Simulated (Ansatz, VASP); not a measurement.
# One calculation of PbS, two programs

File POSCAR:

```
PbS
1.0
    0.0000000000      3.1365943053      2.9507774926
    3.1365943053      0.0000000000      2.9507774926
    3.1365943053      3.1365943053      0.0000000000
Pb S
1 1
Direct
    0.0000000000      0.0000000000      0.0000000000
    0.5000000000      0.5000000000      0.5000000000
```

The input INCAR.step1:

```
SYSTEM = PbS
PREC     = Accurate       ! precision mode
ENCUT    = 520            ! plane-wave cutoff, eV
ISMEAR   = 0              ! smearing method
SIGMA    = 0.01           ! smearing width, eV
LREAL    = .FALSE.        ! projectors in reciprocal space
LASPH    = .TRUE.         ! aspherical terms in the spheres
NELM     = 100            ! most SCF steps
NBANDS   = 17             ! bands
GGA      = PE             ! functional
ALGO     = Normal         ! electronic algorithm
EDIFF    = 1E-4           ! SCF threshold, eV
LWAVE    = .TRUE.         ! write WAVECAR
LCHARG   = .FALSE.        ! write CHGCAR
```

File INCAR.step2:

```
SYSTEM = PbS
PREC     = Accurate       ! precision mode
ENCUT    = 520            ! plane-wave cutoff, eV
EDIFF    = 1E-6           ! SCF threshold, eV
ISMEAR   = 0              ! smearing method
SIGMA    = 0.01           ! smearing width, eV
LREAL    = .FALSE.        ! projectors in reciprocal space
LASPH    = .TRUE.         ! aspherical terms in the spheres
NELM     = 100            ! most SCF steps
ALGO     = Normal         ! electronic algorithm
ISIF     = 2              ! what is computed and relaxed
LWAVE    = .FALSE.        ! write WAVECAR
LCHARG   = .TRUE.         ! write CHGCAR
METAGGA  = R2SCAN         ! meta-GGA
LMIXTAU  = .TRUE.       
LELF     = .TRUE.         ! ELF
LVHAR    = .TRUE.       
NBANDS   = 17             ! bands
ISTART   = 1
```

File KPOINTS:

```
Automatic mesh
0
G
  8 8 8
  0 0 0
```

Input for Ansatz:

```yaml
crystal:
  lattice:
    - [0.0, 3.1365943053, 2.9507774926]
    - [3.1365943053, 0.0, 2.9507774926]
    - [3.1365943053, 3.1365943053, 0.0]
  atoms:
    - { symbol: Pb, position: [0.0, 0.0, 0.0] }
    - { symbol: S, position: [0.5, 0.5, 0.5] }
kpoints:
  mp_grid: { grid: [8, 8, 8] }
  band_path:
    path:
      - [0.0, 0.0, 0.0]
      - [0.5, 0.0, 0.5]
      - [0.625, 0.25, 0.625]
      - [0.375, 0.375, 0.75]
      - [0.5, 0.5, 0.5]
      - [0.5, 0.25, 0.75]
    npoints: 1
hamiltonian:
  xc: r2scan
scf:
  occupations: { method: fixed }
  n_extra_bands: 4
output:
  forces: true
  stress: true
  eigenvalues: true
```

Change from the starting cell: epitaxial_xy strain +5.0%.

Alike in both runs: task single point; functional r2SCAN; k mesh 8 × 8 × 8; no spin polarisation.

```csv
,VASP,Ansatz
version,VASP 6.6.1,Ansatz 0.2.0
potentials or method,"VASP PAW PBE potentials, release 64 (Pb_d, S)","plane waves, PAW"
plane-wave cutoff (eV),520,500
occupations,"gaussian, width 0.01 eV",fixed
valence electrons in the cell,20,20
```

VASP gave:

- gap on the k mesh at the Fermi level (eV): 0.88
- pressure (GPa): -3.7
- traceless stress, the component that is largest in VASP (GPa): 3.62

Problem. Estimate Ansatz's values.

Solution. gap on the k mesh at the Fermi level (eV): 0.87; pressure (GPa): -3.6; traceless stress, the component that is largest in VASP (GPa): 3.60.

VASP's potentials were made for PBE, not for r2SCAN.

Neither program's run includes spin-orbit coupling.
